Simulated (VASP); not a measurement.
# Ga (Cmcm) in VASP: a series of runs

Ga is run at these levels: PBEsol; tasks: single point.

Program: VASP 6.6.1. These are calculated values, not measurements. Logs are shortened: lines on timing, memory, paths and dates and some standing lists are left out, and cuts for length are marked.

## Step 1: The cell of the first run

The structure is orthorhombic, space group Cmcm (No. 63). The conventional cell has a = 3.124 Å, b = 8.758 Å, c = 2.732 Å, α = 90.00°, β = 90.00°, γ = 90.00°. Ga (site symmetry m2m) has 10 Ga at 2.70 to 3.12 Å within 3.6 Å.

## Step 2: Single point, PBEsol

File INCAR:

```
SYSTEM = Ga
PREC = Accurate ; ENCUT = 520
EDIFF = 1E-7 ; ISMEAR = 0
SIGMA = 0.15 ; LREAL = .False.
LASPH = .True. ; NELM = 80
ALGO = Fast ; ISIF = 2
LWAVE = .False. ; LCHARG = .False.
GGA = PS ; NBANDS = 20
```

File KPOINTS:

```
Automatic mesh
0
Gamma
  20 20 16
  0 0 0
```

File POSCAR:

```
Ga
1.0
    1.5619651503     -4.3788885075      0.0000000000
    1.5619651503      4.3788885075      0.0000000000
    0.0000000000      0.0000000000      2.7318231870
Ga
2
Direct
    0.8670000000      0.1330000000      0.2500000000
    0.1330000000      0.8670000000      0.7500000000
```

Potentials or basis: VASP PAW PBE potentials, release 64 (Ga_d).

Launch:

```bash
$ cat potpaw_PBE.64/Ga_d/POTCAR > POTCAR
$ mpirun -np 1 vasp_std > vasp.out
```

OUTCAR:

```text
SYSTEM = Ga
   PREC = Accurate
   ENCUT = 520
   EDIFF = 1E-7
   ISMEAR = 0
   LREAL = .False.
   LASPH = .True.
   NELM = 80
   ISIF = 2
   GGA = PS

 ion  position               nearest neighbor table
   1  0.867  0.133  0.250-   2 2.70   2 2.70   2 2.92   2 2.92   2 2.92   2 2.92
   2  0.133  0.867  0.750-   1 2.70   1 2.70   1 2.92   1 2.92   1 2.92   1 2.92

  LATTYP: Found a base centered orthorhombic cell.
 ALAT       =     3.1239303006
 B/A-ratio  =     2.8034482758
 C/A-ratio  =     0.8744827586

  Lattice vectors:

 A1 = (   1.5619651503,  -4.3788885075,   0.0000000000)
 A2 = (   1.5619651503,   4.3788885075,   0.0000000000)
 A3 = (   0.0000000000,   0.0000000000,   2.7318231870)

Analysis of symmetry for initial positions (statically):
=====================================================================
 Subroutine PRICEL returns:
 Original cell was already a primitive cell.

 Routine SETGRP: Setting up the symmetry group for a
 base centered orthorhombic supercell.

 Subroutine GETGRP returns: Found  8 space group operations
 (whereof  4 operations were pure point group operations)
 out of a pool of  8 trial point group operations.

The static configuration has the point symmetry C_2h.
 The point group associated with its full space group is D_2h.

Analysis of symmetry for dynamics (positions and initial velocities):
=====================================================================
 Subroutine PRICEL returns:
 Original cell was already a primitive cell.

 Routine SETGRP: Setting up the symmetry group for a
 base centered orthorhombic supercell.

 Subroutine GETGRP returns: Found  8 space group operations
 (whereof  4 operations were pure point group operations)
 out of a pool of  8 trial point group operations.

The dynamic configuration has the point symmetry C_2h.
 The point group associated with its full space group is D_2h.

 Subroutine INISYM returns: Found  8 space group operations
 (whereof  4 operations are pure point group operations),
 and found     1 'primitive' translations

----------------------------------------------------------------------------------------

                                     Primitive cell

  volume of cell :      37.3695

  direct lattice vectors                    reciprocal lattice vectors
     1.561965150 -4.378888508  0.000000000     0.320109575 -0.114184227  0.000000000
     1.561965150  4.378888508  0.000000000     0.320109575  0.114184227  0.000000000
     0.000000000  0.000000000  2.731823187     0.000000000  0.000000000  0.366055902

  length of vectors
[... 82 lines left out ...]
   EDIFF  = 0.1E-06   stopping-criterion for ELM
   LREAL  =      F    real-space projection
   EDIFFG = 0.1E-05   stopping-criterion for IOM
   NSW    =      0    number of steps for IOM
   IBRION =     -1    ionic relax: 0-MD 1-quasi-New 2-CG
   NFREE  =      0    steps in history (QN), initial steepest desc. (CG)
   ISIF   =      2    stress and relaxation
   ISYM   =      2    0-nonsym 1-usesym 2-fastsym
   POTIM  = 0.5000    time-step for ionic-motion
   TEBEG  =    0.0;   TEEND  =   0.0 temperature during run
   PSTRESS=    0.0 pullay stress
   NELECT =      26.0000    total number of electrons
   NUPDOWN=      -1.0000    fix difference up-down
   EMIN   =  10.00;   EMAX   =-10.00  energy-range for DOS
   EFERMI =   0.00;   METHOD = LEGACY
   ISMEAR =     0;   SIGMA  =   0.15  broadening in eV -4-tet -1-fermi 0-gaus
   EFERMI_NEDOS =   21; number of points for ismear=-14 and -15
   IALGO  =     68    algorithm
   IMIX   =      4    mixing-type and parameters
     AMIX     =   0.40;   BMIX     =  1.00
     AMIX_MAG =   1.60;   BMIX_MAG =  1.00
  volume/ion in A,a.u.               =      18.68       126.09
  Fermi-wavevector in a.u.,A,eV,Ry     =   1.450641  2.741314 28.631555  2.104360
  Thomas-Fermi vector in A             =   2.568230
   LORBIT       =      0    0 simple, 1 ext, 2 COOP (PROOUT), +10 PAW based schemes
   GGA     = PS    functional components
   LHFCALC =     F    Hartree Fock is set to
   AEXX    =    0.0000 exact exchange contribution
   IVDW    =     0    specifies the selected vdW correction
   LEPSILON=     F    determine dielectric tensor
   LRPA    =     F    only Hartree local field effects (RPA)
 non-spin polarized calculation
 RMM-DIIS sequential band-by-band and
 Gauss-broadening in eV      SIGMA  =   0.15
  energy-cutoff  :      520.00
  volume of cell :       37.37
 maximum number of plane-waves:      1026
   NGX = 17   NGY = 17   NGZ = 11

 number of electron      26.0000003 magnetization

 Free energy of the ion-electron system (eV)
  ---------------------------------------------------
  ext. energy  EPLUGINS =         0.00000000
  ---------------------------------------------------
  free energy    TOTEN  =        -6.55217929 eV

  energy without entropy =       -6.54366706  energy(sigma->0) =       -6.54792317

 E-fermi :   5.4962     XC(G=0): -11.1387

 val. band max:        5.4941119514   @ k =  -0.4500   0.3500   0.3750
 cond. band min:       5.4964319098   @ k =   0.2500   0.1500   0.1875
 fundamental gap:      0.0023199584
 Fermi energy:         5.4962451658

 k-point     1 :       0.0000    0.0000    0.0000
  band No.  band energies     occupation
      1      -9.7348      2.00000
      2      -9.5726      2.00000
      3      -9.4772      2.00000
      4      -9.4604      2.00000
      5      -9.4374      2.00000
      6      -9.3956      2.00000
[... 541 lines left out ...]
     19      19.2590      0.00000
     20      20.7731      0.00000

 [... further k-points ...]

------------------------ aborting loop because EDIFF is reached ----------------------------------------

  FORCE on cell =-STRESS in cart. coord.  units (eV):
  Direction    XX          YY          ZZ          XY          YZ          ZX
  --------------------------------------------------------------------------------------
  -------------------------------------------------------------------------------------
  Total       -1.1385271      0.3904431      0.7087429      0.0000000      0.0000000      0.0000000
  in kB      -48.8130746     16.7398090     30.3865571      0.0000000      0.0000000      0.0000000
  external PRESSURE =      -0.5622362 kB  Pullay stress =       0.0000000 kB

 VOLUME and BASIS-vectors are now :
 -----------------------------------------------------------------------------
  energy-cutoff  :      520.00
  volume of cell :       37.37
      direct lattice vectors                 reciprocal lattice vectors
     1.561965150 -4.378888508  0.000000000     0.320109575 -0.114184227  0.000000000
     1.561965150  4.378888508  0.000000000     0.320109575  0.114184227  0.000000000
     0.000000000  0.000000000  2.731823187     0.000000000  0.000000000  0.366055902

 POSITION                                       TOTAL-FORCE (eV/Angst)
 -----------------------------------------------------------------------------------
      1.56197     -3.21410      0.68296         0.000000      0.319480     -0.000000
      1.56197      3.21410      2.04887         0.000000     -0.319480      0.000000
 -----------------------------------------------------------------------------------
    total drift:                                0.000000     -0.000000     -0.000000

  FREE ENERGIE OF THE ION-ELECTRON SYSTEM (eV)
  ---------------------------------------------------
  free  energy   TOTEN  =        -6.5521792918 eV

  energy  without entropy=       -6.5436670554  energy(sigma->0) =       -6.54792317
```

OSZICAR:

```text
N       E                     dE             d eps       ncg     rms          rms(c)
DAV:   1     0.130424847284E+03    0.13042E+03   -0.13229E+04 42076   0.246E+03
DAV:   2     0.482017218239E+01   -0.12560E+03   -0.12249E+03 41136   0.383E+02
DAV:   3    -0.647506438867E+01   -0.11295E+02   -0.11232E+02 45100   0.945E+01
DAV:   4    -0.664534056151E+01   -0.17028E+00   -0.17018E+00 45436   0.128E+01
DAV:   5    -0.664819849580E+01   -0.28579E-02   -0.28578E-02 45684   0.163E+00    0.153E+00
RMM:   6    -0.657068477133E+01    0.77514E-01   -0.12061E-01 53052   0.423E+00    0.751E-01
RMM:   7    -0.655384234511E+01    0.16842E-01   -0.35570E-02 57256   0.182E+00    0.200E-01
RMM:   8    -0.655213526599E+01    0.17071E-02   -0.41370E-03 57743   0.616E-01    0.220E-02
RMM:   9    -0.655216208917E+01   -0.26823E-04   -0.71609E-04 63613   0.306E-01    0.117E-02
RMM:  10    -0.655217638304E+01   -0.14294E-04   -0.16038E-04 64805   0.118E-01    0.433E-03
RMM:  11    -0.655217912591E+01   -0.27429E-05   -0.19835E-05 65506   0.389E-02    0.193E-03
RMM:  12    -0.655217920242E+01   -0.76509E-07   -0.32244E-06 60810   0.157E-02    0.787E-04
RMM:  13    -0.655217929184E+01   -0.89421E-07   -0.74852E-07 40677   0.747E-03
   1 F= -.65521793E+01 E0= -.65479232E+01  d E =-.851224E-02
```

stdout:

```text
POSCAR found type information on POSCAR Ga
 POSCAR found :  1 types and       2 ions
 scaLAPACK will be used
 -----------------------------------------------------------------------------
[... 35 lines left out ...]
 num prob  num prob  num prob WARNING in EDDRMM: call to ZHEGV failed, returncode =   8  4     18
 num prob WARNING in EDDRMM: call to ZHEGV failed, returncode =   8  4     19
 num prob WARNING in EDDRMM: call to ZHEGV failed, returncode =   6  3     18
 num prob  num prob  num prob  num prob WARNING in EDDRMM: call to ZHEGV failed, returncode =   6  3     20
 num prob  num prob  num prob  num prob  num prob  num prob WARNING in EDDRMM: call to ZHEGV failed, returncode =   8  4     17
 num prob WARNING in EDDRMM: call to ZHEGV failed, returncode =   8  4     17
```

Wall time 12 min (1 thread of AMD EPYC 7R13 (Zen 3), shared host); peak memory 0.62 GiB.

Results:

| Item | Value |
| --- | --- |
| Free energy | -6.5522 eV |
| Pressure | -0.1 GPa |
| Largest force | 0.319 eV/Å |
| Band gap on the k mesh | zero (bands 13 and 14 overlap by 7.85 eV) |

Forces in eV/Å, atoms in the order of the input:
```
Ga   0.000  0.319  0.000
Ga   0.000 -0.319  0.000
```

Caveat: the stress differs along the axes, from -5 to 3 GPa; the PAW data sets were made with another functional, which shifts forces and pressure a little.

## Step 3: Single point, PBEsol

This run uses another cell than the first one, of the same volume but with other edges.

File INCAR:

```
SYSTEM = Ga
  PREC = Accurate
  ENCUT = 520
  EDIFF = 1E-6
  ISMEAR = 0
  SIGMA = 0.15
  LREAL = .False.
  LASPH = .True.
  NELM = 60
  ALGO = Fast
  ISIF = 2
  LWAVE = .False.
  LCHARG = .False.
  GGA = PS
  NBANDS = 20
```

KPOINTS is that of step 2.

File POSCAR:

```
Ga
1.0
    1.3285774743     -3.7245982296      0.0000000000
    1.3285774743      3.7245982296      0.0000000000
    0.0000000000      0.0000000000      3.7759088079
Ga
2
Direct
    0.8670000000      0.1330000000      0.2500000000
    0.1330000000      0.8670000000      0.7500000000
```

Potentials or basis: VASP PAW PBE potentials, release 64 (Ga_d).

Launch:

```bash
$ cat potpaw_PBE.64/Ga_d/POTCAR > POTCAR
$ mpirun -np 1 vasp_std > vasp.out
```

OUTCAR:

```text
SYSTEM = Ga
   PREC = Accurate
   ENCUT = 520
   EDIFF = 1E-6
   ISMEAR = 0
   LREAL = .False.
   LASPH = .True.
   NELM = 60
   ISIF = 2
   GGA = PS

 ion  position               nearest neighbor table
   1  0.867  0.133  0.250-   2 2.74   2 2.74   2 2.89   2 2.89   2 2.89   2 2.89
   2  0.133  0.867  0.750-   1 2.74   1 2.74   1 2.89   1 2.89   1 2.89   1 2.89

  LATTYP: Found a base centered orthorhombic cell.
 ALAT       =     2.6571549486
 B/A-ratio  =     2.8034482758
 C/A-ratio  =     1.4210344827

  Lattice vectors:

[... 744 lines left out ...]

  FORCE on cell =-STRESS in cart. coord.  units (eV):
  Direction    XX          YY          ZZ          XY          YZ          ZX
  --------------------------------------------------------------------------------------
  -------------------------------------------------------------------------------------
  Total        0.0634683     -0.2355521     -0.6645061      0.0000000     -0.0000000      0.0000000
  in kB        2.7211313    -10.0990300    -28.4899548      0.0000000     -0.0000000      0.0000000
  external PRESSURE =     -11.9559512 kB  Pullay stress =       0.0000000 kB

 VOLUME and BASIS-vectors are now :
 -----------------------------------------------------------------------------
  energy-cutoff  :      520.00
  volume of cell :       37.37
      direct lattice vectors                 reciprocal lattice vectors
     1.328577474 -3.724598230  0.000000000     0.376342373 -0.134242667  0.000000000
     1.328577474  3.724598230  0.000000000     0.376342373  0.134242667  0.000000000
     0.000000000  0.000000000  3.775908808     0.000000000  0.000000000  0.264836904

 POSITION                                       TOTAL-FORCE (eV/Angst)
 -----------------------------------------------------------------------------------
      1.32858     -2.73386      0.94398         0.000000      0.025566      0.000000
      1.32858      2.73386      2.83193         0.000000     -0.025566     -0.000000
 -----------------------------------------------------------------------------------
    total drift:                                0.000000      0.000000     -0.000000

  FREE ENERGIE OF THE ION-ELECTRON SYSTEM (eV)
  ---------------------------------------------------
  free  energy   TOTEN  =        -6.6256934494 eV

  energy  without entropy=       -6.6159337076  energy(sigma->0) =       -6.62081358
```

OSZICAR:

```text
N       E                     dE             d eps       ncg     rms          rms(c)
DAV:   1     0.131477677266E+03    0.13148E+03   -0.13216E+04 42052   0.246E+03
DAV:   2     0.479550835653E+01   -0.12668E+03   -0.12348E+03 41272   0.384E+02
DAV:   3    -0.654104626709E+01   -0.11337E+02   -0.11279E+02 45204   0.946E+01
DAV:   4    -0.671176708142E+01   -0.17072E+00   -0.17060E+00 45944   0.128E+01
DAV:   5    -0.671463786834E+01   -0.28708E-02   -0.28706E-02 46012   0.163E+00    0.154E+00
RMM:   6    -0.663981488936E+01    0.74823E-01   -0.13094E-01 53917   0.438E+00    0.736E-01
RMM:   7    -0.662720785524E+01    0.12607E-01   -0.31809E-02 56476   0.173E+00    0.221E-01
RMM:   8    -0.662563907265E+01    0.15688E-02   -0.37343E-03 58144   0.572E-01    0.213E-02
RMM:   9    -0.662567674453E+01   -0.37672E-04   -0.65018E-04 59567   0.302E-01    0.129E-02
RMM:  10    -0.662569139139E+01   -0.14647E-04   -0.18541E-04 65823   0.126E-01    0.359E-03
RMM:  11    -0.662569333710E+01   -0.19457E-05   -0.18435E-05 53504   0.371E-02    0.204E-03
RMM:  12    -0.662569344939E+01   -0.11229E-06   -0.34935E-06 35144   0.197E-02
   1 F= -.66256934E+01 E0= -.66208136E+01  d E =-.975974E-02
```

stdout:

```text
POSCAR found type information on POSCAR Ga
 POSCAR found :  1 types and       2 ions
 scaLAPACK will be used
 -----------------------------------------------------------------------------
|                                                                             |
|                                                                             |
|     You enforced a specific xc type in the INCAR file but a different       |
|     I HOPE YOU KNOW WHAT YOU ARE DOING!                                     |
|                                                                             |
 -----------------------------------------------------------------------------

 LDA part: xc-table for (Slater+PW92), standard interpolation
 POSCAR, INCAR and KPOINTS ok, starting setup
 FFT: planning ... GRIDC
 FFT: planning ... GRID_SOFT
 FFT: planning ... GRID
 WAVECAR not read
 entering main loop
WARNING in EDDRMM: call to ZHEGV failed, returncode =   6  3     16
WARNING in EDDRMM: call to ZHEGV failed, returncode =   8  4     17
WARNING in EDDRMM: call to ZHEGV failed, returncode =   6  3     18
WARNING in EDDRMM: call to ZHEGV failed, returncode =   6  3     17
WARNING in EDDRMM: call to ZHEGV failed, returncode =   6  3     17
WARNING in EDDRMM: call to ZHEGV failed, returncode =   8  4     18
WARNING in EDDRMM: call to ZHEGV failed, returncode =   8  4     17
WARNING in EDDRMM: call to ZHEGV failed, returncode =   6  3     16
WARNING in EDDRMM: call to ZHEGV failed, returncode =   8  4     16
WARNING in EDDRMM: call to ZHEGV failed, returncode =   8  4     20
WARNING in EDDRMM: call to ZHEGV failed, returncode =   8  4     18
WARNING in EDDRMM: call to ZHEGV failed, returncode =   8  4     18
```

It took 10 min on 1 thread of AMD EPYC 7R13 (Zen 3), shared host; peak memory 0.62 GiB.

What came out:

```yaml
Free_energy: -6.6257 eV
Pressure: -1.2 GPa
Largest_force: 0.026 eV/Å
Band_gap_on_the_k_mesh: zero (bands 13 and 14 overlap by 8.26 eV)
```

Forces on the atoms (eV/Å):
```
Ga   0.000  0.026  0.000
Ga   0.000 -0.026  0.000
```

Caveat: the PAW data sets were made with another functional, which shifts forces and pressure a little.
